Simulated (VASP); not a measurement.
# Sn4CO5 in VASP: single point with PBE+D3(BJ)

Aim: the single point of Sn4CO5 with PBE+D3(BJ).

Program: VASP 6.6.1. These are calculated values, not measurements. Logs are shortened: lines on timing, memory, paths and dates and some standing lists are left out, and cuts for length are marked.

## (1) The cell of the first run

The cell holds a slab with vacuum, 10 atoms: a = 3.836 Å, b = 6.114 Å, c = 23.272 Å, α = 90.00°, β = 90.00°, γ = 90.00°.

## (2) Single point, PBE+D3(BJ)

INCAR

```
SYSTEM = Sn4CO5
ALGO = Normal ; DIPOL = 0.5 0.5 0.323
EDIFF = 1E-6 ; ENCUT = 520
GGA = PE ; GGA_COMPAT = .False.
IDIPOL = 3 ; ISIF = 2
ISMEAR = 0 ; IVDW = 12
LASPH = .True. ; LCHARG = .False.
LDIPOL = .True. ; LREAL = .False.
LWAVE = .False. ; NBANDS = 56
NELM = 120 ; NELMDL = -8
PREC = Accurate ; SIGMA = 0.1
```

KPOINTS

```
k-points
0
Gamma
  7 5 1
  0 0 0
```

POSCAR

```
Sn4CO5
1.0
    3.8363720854      0.0000000000      0.0000000000
    0.0000000000      6.1139355937      0.0000000000
    0.0000000000      0.0000000000     23.2716647157
O Sn C
5 4 1
Direct
    0.0000000000      0.3937311051      0.1718828476
    0.5000000000      0.5905966576      0.2360622870
    0.0000000000      0.7891442786      0.2999263603
    0.5000000000      0.9914786678      0.3618849282
    0.7500000000      1.4914786678      0.5208765623
    0.5000000000      0.2462583311      0.2031056929
    0.0000000000      0.7380694316      0.2048394417
    0.5000000000      0.6484830883      0.3341121374
    0.0000000000      0.1189669940      0.3308043554
    0.7500000000      1.4914786678      0.5702928810
```

Potentials or basis: VASP PAW PBE potentials, release 64 (O, Sn_d, C).

Command:

```sh
$ cat potpaw_PBE.64/O/POTCAR potpaw_PBE.64/Sn_d/POTCAR potpaw_PBE.64/C/POTCAR > POTCAR
$ mpirun -np 1 vasp_std > vasp.out
```

OUTCAR:

```text
SYSTEM = Sn4CO5
   EDIFF = 1E-6
   ENCUT = 520
   GGA = PE
   ISIF = 2
   ISMEAR = 0
   IVDW = 12
   LASPH = .True.
   LREAL = .False.
   NELM = 120
   NELMDL = -8
   PREC = Accurate
 IVDW          = 12

 ion  position               nearest neighbor table
   1  0.000  0.394  0.172-   6 2.24   6 2.24   7 2.24
   2  0.500  0.591  0.236-   7 2.24   7 2.24   6 2.24   8 2.31
   3  0.000  0.789  0.300-   9 2.14   7 2.23   8 2.25   8 2.25
   4  0.500  0.991  0.362-   9 2.19   9 2.19   8 2.19
   5  0.750  0.491  0.521-  10 1.15
   6  0.500  0.246  0.203-   1 2.24   1 2.24   2 2.24   7 3.57   7 3.57   9 3.62   9 3.62   7 3.65
                             7 3.65
   7  0.000  0.738  0.205-   3 2.23   2 2.24   2 2.24   1 2.24   6 3.57   6 3.57   8 3.61   8 3.61
                             6 3.65   6 3.65   9 3.74
   8  0.500  0.648  0.334-   4 2.19   3 2.25   3 2.25   2 2.31   9 3.46   9 3.46   7 3.61   7 3.61

   9  0.000  0.119  0.331-   3 2.14   4 2.19   4 2.19   8 3.46   8 3.46   6 3.62   6 3.62   7 3.74

  10  0.750  0.491  0.570-   5 1.15

  LATTYP: Found a simple orthorhombic cell.
 ALAT       =     3.8363720854
 B/A-ratio  =     1.5936763843
 C/A-ratio  =     6.0660603814

  Lattice vectors:

 A1 = (   3.8363720854,   0.0000000000,   0.0000000000)
 A2 = (   0.0000000000,   6.1139355937,   0.0000000000)
 A3 = (   0.0000000000,   0.0000000000,  23.2716647157)

Analysis of symmetry for initial positions (statically):
=====================================================================
 Subroutine PRICEL returns:
 Original cell was already a primitive cell.

 Routine SETGRP: Setting up the symmetry group for a
 simple orthorhombic supercell.

 Subroutine GETGRP returns: Found  1 space group operations
 (whereof  1 operations were pure point group operations)
 out of a pool of  8 trial point group operations.

The static configuration has the point symmetry C_1 .

Analysis of symmetry for dynamics (positions and initial velocities):
=====================================================================
 Subroutine PRICEL returns:
 Original cell was already a primitive cell.

 Routine SETGRP: Setting up the symmetry group for a
 simple orthorhombic supercell.

 Subroutine GETGRP returns: Found  1 space group operations
 (whereof  1 operations were pure point group operations)
 out of a pool of  8 trial point group operations.

The dynamic configuration has the point symmetry C_1 .

 Subroutine INISYM returns: Found  1 space group operations
 (whereof  1 operations are pure point group operations),
 and found     1 'primitive' translations

----------------------------------------------------------------------------------------

                                     Primitive cell

  volume of cell :     545.8446

  direct lattice vectors                    reciprocal lattice vectors
     3.836372085  0.000000000  0.000000000     0.260662933  0.000000000  0.000000000
     0.000000000  6.113935594  0.000000000     0.000000000  0.163560768  0.000000000
     0.000000000  0.000000000 23.271664716     0.000000000  0.000000000  0.042970712

  length of vectors
     3.836372085  6.113935594 23.271664716     0.260662933  0.163560768  0.042970712

  position of ions in fractional coordinates (direct lattice)
     0.000000000  0.393731105  0.171882848
     0.500000000  0.590596658  0.236062287
     0.000000000  0.789144279  0.299926360
     0.500000000  0.991478668  0.361884928
     0.750000000  0.491478668  0.520876562
     0.500000000  0.246258331  0.203105693
     0.000000000  0.738069432  0.204839442
     0.500000000  0.648483088  0.334112137
     0.000000000  0.118966994  0.330804355
     0.750000000  0.491478668  0.570292881

  ion indices of the primitive-cell ions
   primitive index   ion index
                 1           1
                 2           2
                 3           3
                 4           4
                 5           5
                 6           6
                 7           7
                 8           8
                 9           9
                10          10

----------------------------------------------------------------------------------------

 KPOINTS: k-points

Automatic generation of k-mesh.
 Grid dimensions read from file:
 generate k-points for:    7    5    1

 Generating k-lattice:

  Cartesian coordinates                     Fractional coordinates (reciprocal lattice)
     0.037237562  0.000000000  0.000000000     0.142857143  0.000000000  0.000000000
     0.000000000  0.032712154  0.000000000     0.000000000  0.200000000  0.000000000
     0.000000000  0.000000000  0.042970712     0.000000000  0.000000000  1.000000000

  Length of vectors
     0.037237562  0.032712154  0.042970712

  Shift w.r.t. Gamma in fractional coordinates (k-lattice)
     0.000000000  0.000000000  0.000000000

 Subroutine IBZKPT returns following result:
 ===========================================

 Found     18 irreducible k-points:

 Following reciprocal coordinates:
            Coordinates               Weight
  0.000000  0.000000  0.000000      1.000000
  0.142857  0.000000  0.000000      2.000000
  0.285714  0.000000  0.000000      2.000000
  0.428571  0.000000  0.000000      2.000000
  0.000000  0.200000  0.000000      2.000000
  0.142857  0.200000  0.000000      2.000000
[... 10 lines left out ...]
  0.428571  0.400000  0.000000      2.000000
  0.428571 -0.400000  0.000000      2.000000
   k-points           NKPTS =     18   k-points in BZ     NKDIM =     18   number of bands    NBANDS=     56
   number of dos      NEDOS =    301   number of ions     NIONS =     10
   total plane-waves  NPLWV = 259200
   dimension x,y,z NGX =    30 NGY =   48 NGZ =  180
   dimension x,y,z NGXF=    60 NGYF=   96 NGZF=  360
   ions per type =               5   4   1
   NGX,Y,Z   is equivalent  to a cutoff of  13.00, 13.05, 12.86 a.u.
   NGXF,Y,Z  is equivalent  to a cutoff of  26.00, 26.10, 25.72 a.u.
 SYSTEM =  Sn4CO5
   PREC   = accura    normal or accurate (medium, high low for compatibility)
   ISTART =      0    job   : 0-new  1-cont  2-samecut
   ICHARG =      2    charge: 1-file 2-atom 10-const
   ISPIN  =      1    spin polarized calculation?
   LNONCOLLINEAR =      F non collinear calculations
   LSORBIT =      F    spin-orbit coupling
   LASPH  =      T    aspherical Exc in radial PAW
   ENCUT  =  520.0 eV  38.22 Ry    6.18 a.u.   7.13 11.37 43.27*2*pi/ulx,y,z
   NELM   =    120;   NELMIN=  2; NELMDL= -8     # of ELM steps
   EDIFF  = 0.1E-05   stopping-criterion for ELM
   LREAL  =      F    real-space projection
   EDIFFG = 0.1E-04   stopping-criterion for IOM
   NSW    =      0    number of steps for IOM
   IBRION =     -1    ionic relax: 0-MD 1-quasi-New 2-CG
   NFREE  =      0    steps in history (QN), initial steepest desc. (CG)
   ISIF   =      2    stress and relaxation
   ISYM   =      2    0-nonsym 1-usesym 2-fastsym
   POTIM  = 0.5000    time-step for ionic-motion
   TEBEG  =    0.0;   TEEND  =   0.0 temperature during run
   PSTRESS=    0.0 pullay stress
   NELECT =      90.0000    total number of electrons
   NUPDOWN=      -1.0000    fix difference up-down
   EMIN   =  10.00;   EMAX   =-10.00  energy-range for DOS
   EFERMI =   0.00;   METHOD = LEGACY
   ISMEAR =     0;   SIGMA  =   0.10  broadening in eV -4-tet -1-fermi 0-gaus
   EFERMI_NEDOS =   21; number of points for ismear=-14 and -15
   IALGO  =     38    algorithm
   IMIX   =      4    mixing-type and parameters
     AMIX     =   0.40;   BMIX     =  1.00
     AMIX_MAG =   1.60;   BMIX_MAG =  1.00
  volume/ion in A,a.u.               =      54.58       368.35
  Fermi-wavevector in a.u.,A,eV,Ry     =   0.897703  1.696413 10.964535  0.805871
  Thomas-Fermi vector in A             =   2.020320
   LORBIT       =      0    0 simple, 1 ext, 2 COOP (PROOUT), +10 PAW based schemes
   GGA     = PE    functional components
   LHFCALC =     F    Hartree Fock is set to
   AEXX    =    0.0000 exact exchange contribution
   IVDW    =    12    specifies the selected vdW correction
   LEPSILON=     F    determine dielectric tensor
   LRPA    =     F    only Hartree local field effects (RPA)
 non-spin polarized calculation
 Gauss-broadening in eV      SIGMA  =   0.10
  energy-cutoff  :      520.00
  volume of cell :      545.84
 maximum number of plane-waves:     14732
 NGX is ok and might be reduce to    30
   NGX = 15   NGY = 23   NGZ = 87

 dipolmoment           0.000000      0.000000      0.000011 electrons x Angstroem

 number of electron      90.0000014 magnetization

 dipolmoment           0.000000      0.000000     -0.008200 electrons x Angstroem

 Free energy of the ion-electron system (eV)
  ---------------------------------------------------
  ext. energy  EPLUGINS =         0.00000000
  ---------------------------------------------------
  free energy    TOTEN  =       -59.07140924 eV

  energy without entropy =      -59.07140924  energy(sigma->0) =      -59.07140924

 E-fermi :  -0.9156     XC(G=0):  -3.9332

 val. band max:       -1.3604996816   @ k =   0.0000   0.0000   0.0000
 cond. band min:      -0.4643486833   @ k =   0.0000   0.2000   0.0000
 fundamental gap:      0.8961509983
 Fermi energy:        -0.9156345564

 k-point     1 :       0.0000    0.0000    0.0000
  band No.  band energies     occupation
      1     -26.2474      2.00000
      2     -23.0457      2.00000
      3     -22.9195      2.00000
      4     -22.8872      2.00000
      5     -22.8417      2.00000
      6     -22.7813      2.00000
[... 48 lines left out ...]
     55       3.2032      0.00000
     56       3.4314      0.00000

 k-point     2 :       0.1429    0.0000    0.0000
  band No.  band energies     occupation
      1     -26.2446      2.00000
      2     -23.0398      2.00000
      3     -22.9161      2.00000
      4     -22.8791      2.00000
      5     -22.8402      2.00000
      6     -22.7904      2.00000
[... 48 lines left out ...]
     55       3.0890      0.00000
     56       3.3333      0.00000

 k-point     3 :       0.2857    0.0000    0.0000
  band No.  band energies     occupation
      1     -26.2384      2.00000
      2     -23.0291      2.00000
      3     -22.9144      2.00000
      4     -22.8646      2.00000
      5     -22.8338      2.00000
      6     -22.8081      2.00000
[... 818 lines left out ...]
 k-point    17 :       0.4286    0.4000    0.0000
  band No.  band energies     occupation
      1     -26.2334      2.00000
      2     -23.0295      2.00000
      3     -22.9315      2.00000
      4     -22.8615      2.00000
      5     -22.8324      2.00000
      6     -22.8103      2.00000
[... 48 lines left out ...]
     55       3.7579      0.00000
     56       4.2696      0.00000

 k-point    18 :       0.4286   -0.4000    0.0000
  band No.  band energies     occupation
      1     -26.2334      2.00000
      2     -23.0295      2.00000
      3     -22.9315      2.00000
      4     -22.8615      2.00000
      5     -22.8324      2.00000
      6     -22.8103      2.00000
[... 48 lines left out ...]
     55       3.7616      0.00000
     56       4.3013      0.00000

------------------------ aborting loop because EDIFF is reached ----------------------------------------

 vacuum level on the upper side and lower side of the slab       (xc-potential included)        -0.172        -0.108

 Edisp (eV)   -1.26728

 E8    (eV) :    -0.5615

  FORCE on cell =-STRESS in cart. coord.  units (eV):
  Direction    XX          YY          ZZ          XY          YZ          ZX
  --------------------------------------------------------------------------------------
  -------------------------------------------------------------------------------------
  Total      -4.59662    -1.51799    -0.92887     0.00069     0.01778     0.00590
  in kB     -13.49212    -4.45565    -2.72645     0.00204     0.05220     0.01731
  external pressure =       -6.89 kB  Pullay stress =        0.00 kB

 VOLUME and BASIS-vectors are now :
 -----------------------------------------------------------------------------
  energy-cutoff  :      520.00
  volume of cell :      545.84
      direct lattice vectors                 reciprocal lattice vectors
     3.836372085  0.000000000  0.000000000     0.260662933  0.000000000  0.000000000
     0.000000000  6.113935594  0.000000000     0.000000000  0.163560768  0.000000000
     0.000000000  0.000000000 23.271664716     0.000000000  0.000000000  0.042970712

 POSITION                                       TOTAL-FORCE (eV/Angst)
 -----------------------------------------------------------------------------------
      0.00000      2.40725      4.00000         0.000062     -0.332604      0.307376
      1.91819      3.61087      5.49356         0.000015     -0.246425      0.370684
      0.00000      4.82478      6.97979        -0.000844     -0.004163     -0.003307
      1.91819      6.06184      8.42166        -0.000280     -0.000089      0.039501
      2.87728      3.00487     12.12166         0.003143     -0.000573      0.700366
      1.91819      1.50561      4.72661        -0.000006      1.262596     -0.108657
      0.00000      4.51251      4.76695        -0.000091     -0.679921     -0.631400
      1.91819      3.96478      7.77535         0.000405     -0.089658      0.066732
      0.00000      0.72736      7.69837        -0.000891      0.090512     -0.007240
      2.87728      3.00487     13.27166        -0.001513      0.000325     -0.734056
 -----------------------------------------------------------------------------------
    total drift:                               -0.000010      0.000277      0.001340

  FREE ENERGIE OF THE ION-ELECTRON SYSTEM (eV)
  ---------------------------------------------------
  free  energy   TOTEN  =       -60.3386842512 eV

  energy  without entropy=      -60.3386842512  energy(sigma->0) =      -60.33868425

 vacuum level on the upper side and lower side of the slab         3.162         3.231
```

It took 40 min on 1 thread of Intel Xeon 8259CL, shared host; peak memory 0.84 GiB.

What came out:

```yaml
Free_energy: -60.3387 eV
Largest_force: 1.267 eV/Å
Band_gap_on_the_k_mesh: 0.90 eV (least direct gap 0.94 eV)
Dispersion_energy_per_atom: -0.127 eV
```

Forces on the atoms (eV/Å):
```
O    0.000 -0.333  0.307
O    0.000 -0.246  0.371
O   -0.001 -0.004 -0.003
O    0.000  0.000  0.040
O    0.003 -0.001  0.700
Sn   0.000  1.263 -0.109
Sn   0.000 -0.680 -0.631
Sn   0.000 -0.090  0.067
Sn  -0.001  0.091 -0.007
C   -0.002  0.000 -0.734
```

Levels at points of the mesh, in eV from the valence-band top:
```
           k point  band 43  band 44  band 45  band 46  band 47  band 48
(0.00, 0.00, 0.00)    -2.22    -0.72     0.00     0.94     2.02     2.12
```

Caveat: spin-orbit coupling is left out, which moves the levels of the heavy elements.
